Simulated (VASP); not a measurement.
# NaCl (Fm-3m) in VASP: notebook

NaCl is run at these levels: LDA; tasks: single point.

All numbers are computed with VASP 6.6.1; they aren't measurements. Logs are shortened: lines on timing, memory, paths and dates and some standing lists are left out, and cuts for length are marked.

### 1 The cell of the first run

Symmetry: Fm-3m, No. 225, cubic system. Conventional cell: a = 5.464 Å, b = 5.464 Å, c = 5.464 Å, α = 90.00°, β = 90.00°, γ = 90.00°. Na (site symmetry m-3m) has 6 Cl at 2.73 Å within 3.6 Å. Within 3.6 Å of Cl (site symmetry m-3m) lie 6 Na at 2.73 Å.

### 2 Single point, LDA

The input, INCAR:

```
ALGO = Normal ; EDIFF = 1E-7
ENCUT = 520 ; GGA = CA
ISIF = 2 ; ISMEAR = 0
LASPH = T ; LCHARG = F
LREAL = F ; LWAVE = F
NBANDS = 14 ; NELM = 100
PREC = Accurate ; SIGMA = 0.02
```

The input, KPOINTS:

```
k-points
0
Gamma
  8 8 8
```

The input, POSCAR:

```
NaCl
1.0
    0.0000000000      2.7321951133      2.7321951133
    2.7321951133      0.0000000000      2.7321951133
    2.7321951133      2.7321951133      0.0000000000
Na Cl
1 1
Direct
    0.0000000000      0.0000000000      0.0000000000
    0.5000000000      0.5000000000      0.5000000000
```

Potentials or basis: VASP PAW LDA potentials, release 64 (Na_pv, Cl).

On the command line:

```sh
$ cat potpaw_LDA.64/Na_pv/POTCAR potpaw_LDA.64/Cl/POTCAR > POTCAR
$ mpirun -np 1 vasp_std > vasp.out
```

OUTCAR:

```text
EDIFF = 1E-7
   ENCUT = 520
   GGA = CA
   ISIF = 2
   ISMEAR = 0
   LASPH = T
   LREAL = F
   NELM = 100
   PREC = Accurate

 ion  position               nearest neighbor table
   1  0.000  0.000  0.000-
   2  0.500  0.500  0.500-

  LATTYP: Found a face centered cubic cell.
 ALAT       =     5.4643902266

  Lattice vectors:

 A1 = (   0.0000000000,   2.7321951133,   2.7321951133)
 A2 = (   2.7321951133,   0.0000000000,   2.7321951133)
 A3 = (   2.7321951133,   2.7321951133,   0.0000000000)

Analysis of symmetry for initial positions (statically):
=====================================================================
 Subroutine PRICEL returns:
 Original cell was already a primitive cell.

 Routine SETGRP: Setting up the symmetry group for a
 face centered cubic supercell.

 Subroutine GETGRP returns: Found 48 space group operations
 (whereof 48 operations were pure point group operations)
 out of a pool of 48 trial point group operations.

The static configuration has the point symmetry O_h .

Analysis of symmetry for dynamics (positions and initial velocities):
=====================================================================
 Subroutine PRICEL returns:
 Original cell was already a primitive cell.

 Routine SETGRP: Setting up the symmetry group for a
 face centered cubic supercell.

 Subroutine GETGRP returns: Found 48 space group operations
 (whereof 48 operations were pure point group operations)
 out of a pool of 48 trial point group operations.

The dynamic configuration has the point symmetry O_h .

 Subroutine INISYM returns: Found 48 space group operations
 (whereof 48 operations are pure point group operations),
 and found     1 'primitive' translations

----------------------------------------------------------------------------------------

                                     Primitive cell

  volume of cell :      40.7911

  direct lattice vectors                    reciprocal lattice vectors
     0.000000000  2.732195113  2.732195113    -0.183003036  0.183003036  0.183003036
     2.732195113  0.000000000  2.732195113     0.183003036 -0.183003036  0.183003036
     2.732195113  2.732195113  0.000000000     0.183003036  0.183003036 -0.183003036

  length of vectors
     3.863907384  3.863907384  3.863907384     0.316970556  0.316970556  0.316970556

  position of ions in fractional coordinates (direct lattice)
     0.000000000  0.000000000  0.000000000
     0.500000000  0.500000000  0.500000000

  ion indices of the primitive-cell ions
   primitive index   ion index
                 1           1
                 2           2

----------------------------------------------------------------------------------------

 KPOINTS: k-points

Automatic generation of k-mesh.
 Grid dimensions read from file:
 generate k-points for:    8    8    8

 Generating k-lattice:

  Cartesian coordinates                     Fractional coordinates (reciprocal lattice)
    -0.022875379  0.022875379  0.022875379     0.125000000  0.000000000  0.000000000
     0.022875379 -0.022875379  0.022875379     0.000000000  0.125000000  0.000000000
     0.022875379  0.022875379 -0.022875379     0.000000000  0.000000000  0.125000000

  Length of vectors
     0.039621319  0.039621319  0.039621319

  Shift w.r.t. Gamma in fractional coordinates (k-lattice)
     0.000000000  0.000000000  0.000000000

 Subroutine IBZKPT returns following result:
 ===========================================

 Found     29 irreducible k-points:

 Following reciprocal coordinates:
            Coordinates               Weight
  0.000000  0.000000  0.000000      1.000000
  0.125000  0.000000  0.000000      8.000000
  0.250000  0.000000  0.000000      8.000000
  0.375000  0.000000  0.000000      8.000000
  0.500000  0.000000  0.000000      4.000000
  0.125000  0.125000  0.000000      6.000000
[... 16 lines left out ...]
  0.500000  0.250000  0.125000     48.000000
 -0.375000  0.250000  0.125000     24.000000
 [... further k-points ...]
   k-points           NKPTS =     29   k-points in BZ     NKDIM =     29   number of bands    NBANDS=     14
   number of dos      NEDOS =    301   number of ions     NIONS =      2
   total plane-waves  NPLWV =  27000
   dimension x,y,z NGX =    30 NGY =   30 NGZ =   30
   dimension x,y,z NGXF=    60 NGYF=   60 NGZF=   60
   ions per type =               1   1
   NGX,Y,Z   is equivalent  to a cutoff of  12.91, 12.91, 12.91 a.u.
   NGXF,Y,Z  is equivalent  to a cutoff of  25.82, 25.82, 25.82 a.u.
 SYSTEM =  unknown system
   PREC   = accura    normal or accurate (medium, high low for compatibility)
   ISTART =      0    job   : 0-new  1-cont  2-samecut
   ICHARG =      2    charge: 1-file 2-atom 10-const
   ISPIN  =      1    spin polarized calculation?
   LNONCOLLINEAR =      F non collinear calculations
   LSORBIT =      F    spin-orbit coupling
   LASPH  =      T    aspherical Exc in radial PAW
   ENCUT  =  520.0 eV  38.22 Ry    6.18 a.u.   7.18  7.18  7.18*2*pi/ulx,y,z
   NELM   =    100;   NELMIN=  2; NELMDL= -5     # of ELM steps
   EDIFF  = 0.1E-06   stopping-criterion for ELM
   LREAL  =      F    real-space projection
   EDIFFG = 0.1E-05   stopping-criterion for IOM
   NSW    =      0    number of steps for IOM
   IBRION =     -1    ionic relax: 0-MD 1-quasi-New 2-CG
   NFREE  =      0    steps in history (QN), initial steepest desc. (CG)
   ISIF   =      2    stress and relaxation
   ISYM   =      2    0-nonsym 1-usesym 2-fastsym
   POTIM  = 0.5000    time-step for ionic-motion
   TEBEG  =    0.0;   TEEND  =   0.0 temperature during run
   PSTRESS=    0.0 pullay stress
   NELECT =      14.0000    total number of electrons
   NUPDOWN=      -1.0000    fix difference up-down
   EMIN   =  10.00;   EMAX   =-10.00  energy-range for DOS
   EFERMI =   0.00;   METHOD = LEGACY
   ISMEAR =     0;   SIGMA  =   0.02  broadening in eV -4-tet -1-fermi 0-gaus
   EFERMI_NEDOS =   21; number of points for ismear=-14 and -15
   IALGO  =     38    algorithm
   IMIX   =      4    mixing-type and parameters
     AMIX     =   0.40;   BMIX     =  1.00
     AMIX_MAG =   1.60;   BMIX_MAG =  1.00
  volume/ion in A,a.u.               =      20.40       137.64
  Fermi-wavevector in a.u.,A,eV,Ry     =   1.146205  2.166014 17.875156  1.313787
  Thomas-Fermi vector in A             =   2.282891
   LORBIT       =      0    0 simple, 1 ext, 2 COOP (PROOUT), +10 PAW based schemes
   GGA     = CA    functional components
   LHFCALC =     F    Hartree Fock is set to
   AEXX    =    0.0000 exact exchange contribution
   IVDW    =     0    specifies the selected vdW correction
   LEPSILON=     F    determine dielectric tensor
   LRPA    =     F    only Hartree local field effects (RPA)
 non-spin polarized calculation
 Gauss-broadening in eV      SIGMA  =   0.02
  energy-cutoff  :      520.00
  volume of cell :       40.79
 maximum number of plane-waves:      1121
 NGX is ok and might be reduce to    30
   NGX = 15   NGY = 15   NGZ = 15

 number of electron      13.9999993 magnetization

 Free energy of the ion-electron system (eV)
  ---------------------------------------------------
  ext. energy  EPLUGINS =         0.00000000
  ---------------------------------------------------
  free energy    TOTEN  =        -7.38920270 eV

  energy without entropy =       -7.38920270  energy(sigma->0) =       -7.38920270

 E-fermi :  -0.1989     XC(G=0):  -9.1378

 val. band max:       -0.3578026500   @ k =   0.0000   0.0000   0.0000
 cond. band min:       4.7228409734   @ k =   0.0000   0.0000   0.0000
 fundamental gap:      5.0806436234
 Fermi energy:        -0.1989475937

 k-point     1 :       0.0000    0.0000    0.0000
  band No.  band energies     occupation
      1     -20.9855      2.00000
      2     -20.9855      2.00000
      3     -20.9855      2.00000
      4     -13.1816      2.00000
      5      -0.3578      2.00000
      6      -0.3578      2.00000
      7      -0.3578      2.00000
      8       4.7228      0.00000
      9      10.5717      0.00000
     10      10.5717      0.00000
     11      10.5717      0.00000
     12      12.9291      0.00000
     13      12.9291      0.00000
     14      14.4572      0.00000

 k-point     2 :       0.1250    0.0000    0.0000
  band No.  band energies     occupation
      1     -20.9927      2.00000
      2     -20.9859      2.00000
      3     -20.9859      2.00000
      4     -13.1169      2.00000
      5      -0.8138      2.00000
      6      -0.4101      2.00000
      7      -0.4101      2.00000
      8       5.2763      0.00000
      9      10.0146      0.00000
     10      10.7912      0.00000
     11      10.7912      0.00000
     12      12.6742      0.00000
     13      12.6742      0.00000
     14      15.5025      0.00000

 k-point     3 :       0.2500    0.0000    0.0000
  band No.  band energies     occupation
      1     -21.0100      2.00000
      2     -20.9871      2.00000
      3     -20.9871      2.00000
      4     -12.9550      2.00000
      5      -1.6958      2.00000
      6      -0.5313      2.00000
      7      -0.5313      2.00000
      8       6.2569      0.00000
      9       9.5667      0.00000
     10      10.9418      0.00000
     11      10.9418      0.00000
     12      12.9110      0.00000
     13      12.9110      0.00000
     14      15.5484      0.00000
[... 324 lines left out ...]
 k-point    23 :       0.5000    0.2500    0.1250
  band No.  band energies     occupation
      1     -21.0206      2.00000
      2     -20.9977      2.00000
      3     -20.9910      2.00000
      4     -12.7245      2.00000
      5      -2.2255      2.00000
      6      -1.2062      2.00000
      7      -0.8065      2.00000
      8       7.7998      0.00000
      9       9.2257      0.00000
     10       9.5049      0.00000
     11      11.6143      0.00000
     12      13.4992      0.00000
     13      16.0469      0.00000
     14      16.5726      0.00000

 k-point    24 :      -0.3750    0.2500    0.1250
  band No.  band energies     occupation
      1     -21.0242      2.00000
      2     -20.9984      2.00000
      3     -20.9923      2.00000
      4     -12.6707      2.00000
      5      -2.3678      2.00000
      6      -1.3028      2.00000
      7      -0.8709      2.00000
      8       7.8537      0.00000
      9       9.2168      0.00000
     10       9.9969      0.00000
     11      11.4151      0.00000
     12      14.1763      0.00000
     13      15.5779      0.00000
     14      16.7212      0.00000

 [... further k-points ...]
[... 5 lines left out ...]
  --------------------------------------------------------------------------------------
  -------------------------------------------------------------------------------------
  Total       -0.0007061     -0.0007061     -0.0007061     -0.0000000      0.0000000     -0.0000000
  in kB       -0.0277342     -0.0277342     -0.0277342     -0.0000000      0.0000000     -0.0000000
  external PRESSURE =      -0.0277342 kB  Pullay stress =       0.0000000 kB

 VOLUME and BASIS-vectors are now :
 -----------------------------------------------------------------------------
  energy-cutoff  :      520.00
  volume of cell :       40.79
      direct lattice vectors                 reciprocal lattice vectors
     0.000000000  2.732195113  2.732195113    -0.183003036  0.183003036  0.183003036
     2.732195113  0.000000000  2.732195113     0.183003036 -0.183003036  0.183003036
     2.732195113  2.732195113  0.000000000     0.183003036  0.183003036 -0.183003036

 POSITION                                       TOTAL-FORCE (eV/Angst)
 -----------------------------------------------------------------------------------
      0.00000      0.00000      0.00000         0.000000      0.000000      0.000000
      2.73220      2.73220      2.73220        -0.000000     -0.000000     -0.000000
 -----------------------------------------------------------------------------------
    total drift:                               -0.000000      0.000000      0.000000

  FREE ENERGIE OF THE ION-ELECTRON SYSTEM (eV)
  ---------------------------------------------------
  free  energy   TOTEN  =        -7.3892026967 eV

  energy  without entropy=       -7.3892026967  energy(sigma->0) =       -7.38920270
```

Run time: 9 s. Hardware: 1 thread of Intel Xeon Platinum 8488C (Sapphire Rapids), shared host; peak memory 0.14 GiB.

What came out:

```yaml
Free_energy: -7.3892 eV
Pressure: 0.0 GPa
Band_gap_on_the_k_mesh: 5.08 eV
```

Levels at points of the mesh, in eV from the valence-band top:
| k point | band 4 | band 5 | band 6 | band 7 | band 8 | band 9 | band 10 | band 11 |
| --- | --- | --- | --- | --- | --- | --- | --- | --- |
| (0.00, 0.00, 0.00) | -12.82 | 0.00 | 0.00 | 0.00 | 5.08 | 10.93 | 10.93 | 10.93 |
| (0.50, 0.00, 0.00) | -12.35 | -2.33 | -0.33 | -0.33 | 7.05 | 10.90 | 10.90 | 11.05 |
| (0.50, 0.50, 0.00) | -12.30 | -2.01 | -0.72 | -0.72 | 7.44 | 7.63 | 11.62 | 15.19 |

### 3 Single point, LDA

The input, INCAR:

```
PREC = Accurate
ENCUT = 520
EDIFF = 1E-6
ISMEAR = 0
SIGMA = 0.02
LREAL = F
LASPH = T
NELM = 100
ALGO = Normal
ISIF = 2
LWAVE = F
LCHARG = F
NBANDS = 14
```

The input, KPOINTS:

```
regular mesh
0
Gamma
  8 8 8
```

POSCAR is that of step 2.

Potentials or basis: VASP PAW LDA potentials, release 64 (Na_pv, Cl).

On the command line:

```sh
$ cat potpaw_LDA.64/Na_pv/POTCAR potpaw_LDA.64/Cl/POTCAR > POTCAR
$ mpirun -np 1 vasp_std > vasp.out
```

It took 8.8 s on 1 thread of Intel Xeon Platinum 8488C (Sapphire Rapids), shared host; peak memory 0.14 GiB.

Results (log left out):

| Item | Value |
| --- | --- |
| Free energy | -7.3892 eV |
| Pressure | 0.0 GPa |
| Band gap on the k mesh | 5.08 eV |

Levels at points of the mesh, in eV from the valence-band top:
| k point | band 5 | band 6 | band 7 | band 8 | band 9 | band 10 |
| --- | --- | --- | --- | --- | --- | --- |
| (0.00, 0.00, 0.00) | 0.00 | 0.00 | 0.00 | 5.08 | 10.93 | 10.93 |
| (0.50, 0.00, 0.00) | -2.33 | -0.33 | -0.33 | 7.05 | 10.90 | 10.90 |
| (0.50, 0.50, 0.00) | -2.01 | -0.72 | -0.72 | 7.44 | 7.63 | 11.62 |
